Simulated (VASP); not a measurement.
CaAl35N35 (a cell with a defect): single point with PBE

System: CaAl35N35 (a cell with a defect).

```
Al N Ca
1.0
     9.38927    0.00000    0.00000
    -4.69464    8.13135    0.00000
     0.00000    0.00000   10.03481
Al N Ca
35 35 1
Direct
  0.22621 0.11259 0.24873
  0.08322 0.16806 0.51934
  0.22867 0.11022 0.75311
  0.10544 0.20843 0.99734
  0.22395 0.44464 0.17538
  0.08212 0.58059 0.51954
  0.22406 0.44458 0.76367
  0.10550 0.56236 0.99736
  0.22614 0.77888 0.24863
  0.11414 0.88974 0.49859
  0.22882 0.78374 0.75303
  0.11241 0.88886 0.00230
  0.55693 0.11136 0.25067
  0.45136 0.22376 0.50157
  0.55705 0.11127 0.75139
  0.44784 0.22219 0.00083
  0.56031 0.44242 0.24857
  0.55625 0.44503 0.75077
  0.45905 0.56244 0.99283
  0.56098 0.78415 0.24818
  0.45181 0.89423 0.50161
  0.55646 0.77683 0.75099
  0.44784 0.89134 0.00087
  0.89022 0.11121 0.24987
  0.77669 0.22093 0.50153
  0.88319 0.10782 0.75350
  0.77771 0.22147 0.00235
  0.89000 0.44421 0.24980
  0.77010 0.55449 0.49936
  0.88296 0.44016 0.75350
  0.78005 0.55674 0.00107
  0.89107 0.77809 0.24969
  0.77131 0.88142 0.49965
  0.89033 0.77758 0.75014
  0.78027 0.88870 0.00098
  0.22581 0.11446 0.44115
  0.11155 0.21880 0.18982
  0.22460 0.10984 0.94082
  0.11285 0.22336 0.69681
  0.11146 0.55756 0.18969
  0.22078 0.44337 0.96102
  0.11286 0.55397 0.69635
  0.22593 0.77669 0.44122
  0.11432 0.88953 0.19299
  0.22468 0.78062 0.94072
  0.11377 0.88908 0.68852
  0.55691 0.11181 0.44085
  0.44579 0.22100 0.18961
  0.55774 0.11191 0.94079
  0.44695 0.22237 0.69134
  0.56062 0.43526 0.43462
  0.44964 0.55766 0.19188
  0.55998 0.44334 0.94183
  0.44023 0.55270 0.70956
  0.56281 0.79383 0.43447
  0.44583 0.88999 0.18966
  0.56015 0.78294 0.94204
  0.44709 0.88956 0.69133
  0.88951 0.11187 0.44089
  0.78032 0.22252 0.19242
  0.88783 0.11023 0.94104
  0.77884 0.22163 0.69089
  0.88873 0.44295 0.44075
  0.78240 0.55693 0.19022
  0.88777 0.44328 0.94098
  0.77998 0.55568 0.68952
  0.89204 0.77873 0.44118
  0.78286 0.89058 0.19004
  0.89165 0.77866 0.94041
  0.78009 0.88882 0.68978
  0.39617 0.53280 0.48066
```

```
Program                : VASP 6.6.1
Task                   : single point
Functional             : PBE
Potentials or basis    : VASP PAW PBE potentials, release 64 (Al, N, Ca_sv)
Cutoff                 : 520 eV
k mesh                 : 1 × 1 × 1, shifted
Occupations            : fermi-dirac, width 0.01 eV
Spin                   : no spin polarisation
Dipole correction      : no
Charge                 : 2
Further INCAR settings : LREAL = Auto; ALGO = Normal; EDIFF = 1e-06; NBANDS = 186; NELECT = 288.0
```

```
Largest force : 0.131 eV/Å
```

Forces on the atoms (eV/Å):
```
Al   0.018 -0.021 -0.014
Al  -0.033 -0.026  0.011
Al   0.036 -0.021  0.004
Al  -0.027  0.020  0.008
Al   0.038 -0.020 -0.004
Al  -0.020  0.016 -0.027
Al   0.026 -0.004  0.006
Al  -0.029  0.018 -0.010
Al   0.035 -0.016  0.005
Al  -0.013 -0.005 -0.002
Al   0.034 -0.021 -0.001
Al  -0.022  0.015  0.003
Al   0.031 -0.023  0.007
Al  -0.007  0.003  0.005
Al   0.026 -0.016  0.000
Al  -0.027  0.015 -0.001
Al   0.017 -0.005 -0.009
Al   0.028 -0.016 -0.001
Al  -0.030  0.013  0.015
Al   0.028 -0.014  0.034
Al  -0.001 -0.002 -0.009
Al   0.023 -0.024 -0.004
Al  -0.026  0.017  0.006
Al   0.025 -0.021  0.009
Al  -0.021  0.004  0.001
Al   0.009 -0.013  0.011
Al  -0.022  0.012  0.001
Al   0.027 -0.015  0.005
Al  -0.036  0.016 -0.006
Al   0.029 -0.015 -0.001
Al  -0.028  0.010  0.000
Al   0.014 -0.007 -0.003
Al  -0.035  0.012  0.004
Al   0.018 -0.017  0.001
Al  -0.026  0.016  0.005
N    0.011 -0.008  0.007
N   -0.024  0.030 -0.016
N    0.045 -0.028  0.000
N   -0.028  0.023 -0.034
N   -0.053  0.032  0.028
N    0.040 -0.025 -0.018
N   -0.033  0.017  0.015
N    0.019 -0.019  0.004
N   -0.034  0.027 -0.007
N    0.029 -0.025  0.008
N   -0.044  0.031 -0.006
N    0.015 -0.021 -0.007
N   -0.040  0.025  0.000
N    0.032 -0.022 -0.003
N   -0.042  0.019  0.005
N    0.131 -0.003  0.008
N   -0.035  0.004 -0.027
N    0.055 -0.030  0.010
N   -0.041  0.027  0.031
N   -0.013  0.027 -0.043
N   -0.045  0.024 -0.008
N    0.037 -0.024 -0.015
N   -0.041  0.022  0.005
N    0.034  0.011  0.000
N   -0.037  0.027  0.000
N    0.038 -0.012 -0.011
N   -0.034  0.028 -0.003
N    0.023  0.006  0.001
N   -0.036  0.018 -0.002
N    0.039 -0.007  0.003
N   -0.043  0.025  0.003
N    0.053 -0.017  0.005
N   -0.029  0.017  0.001
N    0.044 -0.023 -0.001
N   -0.030  0.023 -0.002
Ca  -0.024 -0.064  0.017
```

Levels at points of the mesh, in eV from the Fermi level:
```csv
k point,band 142,band 143,band 144,band 145,band 146,band 147
"(0.25, 0.25, 0.25)",-0.68,-0.46,-0.33,1.72,3.68,3.89
```

Wall time 31 min on 1 thread of Intel(R) Xeon(R) Platinum 8259CL CPU @ 2.50GHz (Skylake/Cascade Lake), with other jobs on the host, peak memory 1.1 GiB.

Caveat: the cell carries a net charge on a neutralising background, which shifts energy and pressure; the cell is charged against a uniform background, so pressure and absolute levels hang on convention.
